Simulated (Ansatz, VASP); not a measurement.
TiC3: VASP beside Ansatz

```xyz
4
Lattice="4.0583 0.0000 0.0000 0.0000 4.0583 0.0000 0.0000 0.0000 4.0583" Properties=species:S:1:pos:R:3 pbc="T T T"
Ti    0.0000    0.0000    0.0000
C     2.0292    0.0000    0.0000
C     0.0000    2.0292    0.0000
C     0.0000    0.0000    2.0292
```

Alike in both runs: functional PBE; k mesh 6 × 6 × 6; occupations gaussian, width 0.1 eV; no spin polarisation.

Ansatz relaxed the structure, and its values are those at the end. VASP's run is a single point on that final structure, the one shown.

|  | VASP | Ansatz |
| --- | --- | --- |
| version | VASP 6.6.1 | Ansatz 0.2.0 |
| potentials or method | VASP PAW PBE potentials, release 64 (Ti_sv, C), cutoff 520 eV | scalar-relativistic, plane waves, PAW |
| valence electrons in the cell | 24 | 24 |

```tsv
	VASP	Ansatz	Ansatz less VASP
gap on the k mesh at the Fermi level (eV)	none	none	-
pressure (GPa)	0.0	0.2	+0.15
```

A gap of «none» marks a metal or a gap that the smearing closes. The functional is the same, so the differences come from potentials, cutoffs and numerics.
